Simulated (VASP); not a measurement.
# BeSe (F-43m) in VASP: relaxation of the atoms with PBE

Aim: the relaxation of the atoms of BeSe with PBE.

Everything below comes from runs of VASP 6.6.1. Logs are shortened: lines on timing, memory, paths and dates and some standing lists are left out, and cuts for length are marked.

## 1. The cell of the first run

The structure is cubic, space group F-43m (No. 216). Conventional cell: a = 5.070 Å, b = 5.070 Å, c = 5.070 Å, α = 90.00°, β = 90.00°, γ = 90.00°. Within 2.9 Å of Be (site symmetry -43m) lie 4 Se at 2.20 Å. Within 2.9 Å of Se (site symmetry -43m) lie 4 Be at 2.20 Å.

## 2. Relaxation of the atoms, PBE

The input, INCAR:

```
PREC     = Accurate       # precision mode
ENCUT    = 520            # plane-wave cutoff, eV
EDIFF    = 1E-7           # SCF threshold, eV
ISMEAR   = -1             # smearing method
SIGMA    = 0.02           # smearing width, eV
LREAL    = F              # projectors in reciprocal space
LASPH    = T              # aspherical terms in the spheres
NELM     = 120            # most SCF steps
ALGO     = Normal         # electronic algorithm
ISIF     = 2              # what is computed and relaxed
LWAVE    = F              # write WAVECAR
LCHARG   = F              # write CHGCAR
GGA      = PE             # functional
IBRION   = 2              # ionic algorithm
NSW      = 80             # ionic steps
EDIFFG   = -0.02          # ionic threshold
GGA_COMPAT= F            
NELMIN   = 4
```

The input, KPOINTS:

```
regular mesh
0
Gamma
  6 6 6
```

The input, POSCAR:

```
BeSe
1.0
    0.0000000000      2.5350000000      2.5350000000
    2.5350000000      0.0000000000      2.5350000000
    2.5350000000      2.5350000000      0.0000000000
Be Se
1 1
Direct
    0.0000000000      0.0000000000      0.0000000000
    0.2500000000      0.2500000000      0.2500000000
```

Potentials or basis: VASP PAW PBE potentials, release 64 (Be, Se).

Launch:

```console
> cat potpaw_PBE.64/Be/POTCAR potpaw_PBE.64/Se/POTCAR > POTCAR
> mpirun -np 1 vasp_std > vasp.out
```

OUTCAR:

```text
PREC = Accurate
   ENCUT = 520
   EDIFF = 1E-7
   ISMEAR = -1
   LREAL = F
   LASPH = T
   NELM = 120
   ISIF = 2
   GGA = PE
   IBRION = 2
   NSW = 80
   EDIFFG = -0.02
   NELMIN = 4

 ion  position               nearest neighbor table
   1  0.000  0.000  0.000-   2 2.20   2 2.20   2 2.20   2 2.20
   2  0.250  0.250  0.250-   1 2.20   1 2.20   1 2.20   1 2.20

  LATTYP: Found a face centered cubic cell.
 ALAT       =     5.0700000000

  Lattice vectors:

 A1 = (   0.0000000000,   2.5350000000,   2.5350000000)
 A2 = (   2.5350000000,   0.0000000000,   2.5350000000)
 A3 = (   2.5350000000,   2.5350000000,   0.0000000000)

Analysis of symmetry for initial positions (statically):
=====================================================================
 Subroutine PRICEL returns:
 Original cell was already a primitive cell.

 Routine SETGRP: Setting up the symmetry group for a
 face centered cubic supercell.

 Subroutine GETGRP returns: Found 24 space group operations
 (whereof 24 operations were pure point group operations)
 out of a pool of 48 trial point group operations.

The static configuration has the point symmetry T_d .

Analysis of symmetry for dynamics (positions and initial velocities):
=====================================================================
 Subroutine PRICEL returns:
 Original cell was already a primitive cell.

 Routine SETGRP: Setting up the symmetry group for a
 face centered cubic supercell.

 Subroutine GETGRP returns: Found 24 space group operations
 (whereof 24 operations were pure point group operations)
 out of a pool of 48 trial point group operations.

The dynamic configuration has the point symmetry T_d .

 Subroutine INISYM returns: Found 24 space group operations
 (whereof 24 operations are pure point group operations),
 and found     1 'primitive' translations

----------------------------------------------------------------------------------------

                                     Primitive cell

  volume of cell :      32.5810

  direct lattice vectors                    reciprocal lattice vectors
     0.000000000  2.535000000  2.535000000    -0.197238659  0.197238659  0.197238659
     2.535000000  0.000000000  2.535000000     0.197238659 -0.197238659  0.197238659
     2.535000000  2.535000000  0.000000000     0.197238659  0.197238659 -0.197238659

  length of vectors
     3.585031381  3.585031381  3.585031381     0.341627378  0.341627378  0.341627378

  position of ions in fractional coordinates (direct lattice)
     0.000000000  0.000000000  0.000000000
     0.250000000  0.250000000  0.250000000

  ion indices of the primitive-cell ions
   primitive index   ion index
                 1           1
                 2           2

----------------------------------------------------------------------------------------

 KPOINTS: regular mesh

Automatic generation of k-mesh.
 Grid dimensions read from file:
 generate k-points for:    6    6    6

 Generating k-lattice:

  Cartesian coordinates                     Fractional coordinates (reciprocal lattice)
    -0.032873110  0.032873110  0.032873110     0.166666667  0.000000000  0.000000000
     0.032873110 -0.032873110  0.032873110     0.000000000  0.166666667  0.000000000
     0.032873110  0.032873110 -0.032873110     0.000000000  0.000000000  0.166666667

  Length of vectors
     0.056937896  0.056937896  0.056937896

  Shift w.r.t. Gamma in fractional coordinates (k-lattice)
     0.000000000  0.000000000  0.000000000

 Subroutine IBZKPT returns following result:
 ===========================================

 Found     16 irreducible k-points:

 Following reciprocal coordinates:
            Coordinates               Weight
  0.000000  0.000000  0.000000      1.000000
  0.166667  0.000000  0.000000      8.000000
  0.333333  0.000000  0.000000      8.000000
  0.500000  0.000000  0.000000      4.000000
  0.166667  0.166667  0.000000      6.000000
  0.333333  0.166667  0.000000     24.000000
[... 8 lines left out ...]
 -0.333333  0.333333  0.166667     24.000000
 -0.333333  0.500000  0.166667     12.000000
   k-points           NKPTS =     16   k-points in BZ     NKDIM =     16   number of bands    NBANDS=      8
   number of dos      NEDOS =    301   number of ions     NIONS =      2
   total plane-waves  NPLWV =  21952
   dimension x,y,z NGX =    28 NGY =   28 NGZ =   28
   dimension x,y,z NGXF=    56 NGYF=   56 NGZF=   56
   ions per type =               1   1
   NGX,Y,Z   is equivalent  to a cutoff of  12.98, 12.98, 12.98 a.u.
   NGXF,Y,Z  is equivalent  to a cutoff of  25.97, 25.97, 25.97 a.u.
 SYSTEM =  unknown system
   PREC   = accura    normal or accurate (medium, high low for compatibility)
   ISTART =      0    job   : 0-new  1-cont  2-samecut
   ICHARG =      2    charge: 1-file 2-atom 10-const
   ISPIN  =      1    spin polarized calculation?
   LNONCOLLINEAR =      F non collinear calculations
   LSORBIT =      F    spin-orbit coupling
   LASPH  =      T    aspherical Exc in radial PAW
   ENCUT  =  520.0 eV  38.22 Ry    6.18 a.u.   6.67  6.67  6.67*2*pi/ulx,y,z
   NELM   =    120;   NELMIN=  4; NELMDL= -5     # of ELM steps
   EDIFF  = 0.1E-06   stopping-criterion for ELM
   LREAL  =      F    real-space projection
   EDIFFG = -.2E-01   stopping-criterion for IOM
   NSW    =     80    number of steps for IOM
   IBRION =      2    ionic relax: 0-MD 1-quasi-New 2-CG
   NFREE  =      1    steps in history (QN), initial steepest desc. (CG)
   ISIF   =      2    stress and relaxation
   ISYM   =      2    0-nonsym 1-usesym 2-fastsym
   POTIM  = 0.5000    time-step for ionic-motion
   TEBEG  =    0.0;   TEEND  =   0.0 temperature during run
   PSTRESS=    0.0 pullay stress
   NELECT =       8.0000    total number of electrons
   NUPDOWN=      -1.0000    fix difference up-down
   EMIN   =  10.00;   EMAX   =-10.00  energy-range for DOS
   EFERMI =   0.00;   METHOD = LEGACY
   ISMEAR =    -1;   SIGMA  =   0.02  broadening in eV -4-tet -1-fermi 0-gaus
   EFERMI_NEDOS =   21; number of points for ismear=-14 and -15
   IALGO  =     38    algorithm
   IMIX   =      4    mixing-type and parameters
     AMIX     =   0.40;   BMIX     =  1.00
     AMIX_MAG =   1.60;   BMIX_MAG =  1.00
  volume/ion in A,a.u.               =      16.29       109.93
  Fermi-wavevector in a.u.,A,eV,Ry     =   1.025141  1.937235 14.298549  1.050914
  Thomas-Fermi vector in A             =   2.158965
   LORBIT       =      0    0 simple, 1 ext, 2 COOP (PROOUT), +10 PAW based schemes
   GGA     = PE    functional components
   LHFCALC =     F    Hartree Fock is set to
   AEXX    =    0.0000 exact exchange contribution
   IVDW    =     0    specifies the selected vdW correction
   LEPSILON=     F    determine dielectric tensor
   LRPA    =     F    only Hartree local field effects (RPA)
 conjugate gradient relaxation of ions
 non-spin polarized calculation
  energy-cutoff  :      520.00
  volume of cell :       32.58
 maximum number of plane-waves:       899
 NGX is ok and might be reduce to    28
   NGX = 13   NGY = 13   NGZ = 13

 number of electron       8.0000001 magnetization

 Free energy of the ion-electron system (eV)
  ---------------------------------------------------
  ext. energy  EPLUGINS =         0.00000000
  ---------------------------------------------------
  free energy    TOTEN  =        -8.81834535 eV

  energy without entropy =       -8.81834535  energy(sigma->0) =       -8.81834535

 E-fermi :   4.2120     XC(G=0):  -9.6075

 val. band max:        3.7846355449   @ k =   0.0000   0.0000   0.0000
 cond. band min:       6.3058243855   @ k =   0.5000   0.5000   0.0000
 fundamental gap:      2.5211888406
 Fermi energy:         4.2120156719

 k-point     1 :       0.0000    0.0000    0.0000
  band No.  band energies     occupation
      1     -10.3057      2.00000
      2       3.7846      2.00000
      3       3.7846      2.00000
      4       3.7846      2.00000
      5       8.4786      0.00000
      6       8.7818      0.00000
      7       8.7818      0.00000
      8       8.7818      0.00000

 k-point     2 :       0.1667    0.0000    0.0000
  band No.  band energies     occupation
      1     -10.0190      2.00000
      2       1.6828      2.00000
      3       3.4151      2.00000
      4       3.4151      2.00000
      5       8.4738      0.00000
      6       9.3680      0.00000
      7       9.3680      0.00000
      8      10.9308      0.00000

 k-point     3 :       0.3333    0.0000    0.0000
  band No.  band energies     occupation
      1      -9.3129      2.00000
      2      -1.0234      2.00000
      3       2.8623      2.00000
      4       2.8623      2.00000
      5       8.3355      0.00000
      6       9.8278      0.00000
      7       9.8278      0.00000
      8      13.4739      0.00000

 k-point     4 :       0.5000    0.0000    0.0000
  band No.  band energies     occupation
      1      -8.8472      2.00000
      2      -2.2121      2.00000
      3       2.6409      2.00000
      4       2.6409      2.00000
      5       8.2705      0.00000
      6       9.7534      0.00000
      7       9.7534      0.00000
      8      13.9035      0.00000

 k-point     5 :       0.1667    0.1667    0.0000
  band No.  band energies     occupation
      1      -9.9233      2.00000
      2       2.0207      2.00000
      3       2.7545      2.00000
      4       2.7545      2.00000
      5       8.0390      0.00000
      6      10.1810      0.00000
      7      10.4522      0.00000
      8      10.4522      0.00000
[... 89 lines left out ...]
 k-point    14 :       0.5000    0.3333    0.1667
  band No.  band energies     occupation
      1      -8.7937      2.00000
      2      -0.8709      2.00000
      3       0.5804      2.00000
      4       1.7116      2.00000
      5       8.9037      0.00000
      6      10.2219      0.00000
      7      10.7611      0.00000
      8      13.4640      0.00000

 k-point    15 :      -0.3333    0.3333    0.1667
  band No.  band energies     occupation
      1      -8.4562      2.00000
      2      -1.3209      2.00000
      3       0.1026      2.00000
      4       1.2277      2.00000
      5       9.4787      0.00000
      6       9.9878      0.00000
      7      12.7227      0.00000
      8      13.0132      0.00000

 k-point    16 :      -0.3333    0.5000    0.1667
  band No.  band energies     occupation
      1      -8.3154      2.00000
      2      -1.1146      2.00000
      3       0.1608      2.00000
      4       0.4248      2.00000
      5       8.3842      0.00000
      6       9.7468      0.00000
      7      12.9114      0.00000
      8      13.6451      0.00000

------------------------ aborting loop because EDIFF is reached ----------------------------------------

  FORCE on cell =-STRESS in cart. coord.  units (eV):
  Direction    XX          YY          ZZ          XY          YZ          ZX
  --------------------------------------------------------------------------------------
  -------------------------------------------------------------------------------------
  Total        1.1470678      1.1470678      1.1470678      0.0000000      0.0000000     -0.0000000
  in kB       56.4073589     56.4073589     56.4073589      0.0000000      0.0000000     -0.0000000
  external PRESSURE =      56.4073589 kB  Pullay stress =       0.0000000 kB

 VOLUME and BASIS-vectors are now :
 -----------------------------------------------------------------------------
  energy-cutoff  :      520.00
  volume of cell :       32.58
      direct lattice vectors                 reciprocal lattice vectors
     0.000000000  2.535000000  2.535000000    -0.197238659  0.197238659  0.197238659
     2.535000000  0.000000000  2.535000000     0.197238659 -0.197238659  0.197238659
     2.535000000  2.535000000  0.000000000     0.197238659  0.197238659 -0.197238659

 POSITION                                       TOTAL-FORCE (eV/Angst)
 -----------------------------------------------------------------------------------
      0.00000      0.00000      0.00000        -0.000000      0.000000     -0.000000
      1.26750      1.26750      1.26750         0.000000     -0.000000      0.000000
 -----------------------------------------------------------------------------------
    total drift:                                0.000000      0.000000      0.000000

  FREE ENERGIE OF THE ION-ELECTRON SYSTEM (eV)
  ---------------------------------------------------
  free  energy   TOTEN  =        -8.8183453503 eV

  energy  without entropy=       -8.8183453503  energy(sigma->0) =       -8.81834535

 reached required accuracy - stopping structural energy minimisation
```

Wall time 12 s (1 thread of Intel Xeon 8259CL, shared host); peak memory 0.15 GiB.

What came out:

* Free energy: -8.8183 eV
* Pressure after relaxing: 5.6 GPa
* Band gap on the k mesh: 2.52 eV, indirect (least direct gap 4.69 eV)

Final structure:
```
Be Se
1.0
     0.00000    2.53500    2.53500
     2.53500    0.00000    2.53500
     2.53500    2.53500    0.00000
Be Se
1 1
Direct
  0.00000 0.00000 0.00000
  0.25000 0.25000 0.25000
```

Levels at points of the mesh, in eV from the valence-band top:
| k point | band 1 | band 2 | band 3 | band 4 | band 5 | band 6 | band 7 | band 8 |
| --- | --- | --- | --- | --- | --- | --- | --- | --- |
| (0.00, 0.00, 0.00) | -14.09 | 0.00 | 0.00 | 0.00 | 4.69 | 5.00 | 5.00 | 5.00 |
| (0.50, 0.00, 0.00) | -12.63 | -6.00 | -1.14 | -1.14 | 4.49 | 5.97 | 5.97 | 10.12 |
| (0.50, 0.50, 0.00) | -12.13 | -5.31 | -2.82 | -2.82 | 2.52 | 4.17 | 12.07 | 12.07 |

Caveat: the relaxation stopped at its first step, so nothing moved. PBE gaps usually lie below the measured ones, often by a third to a half.
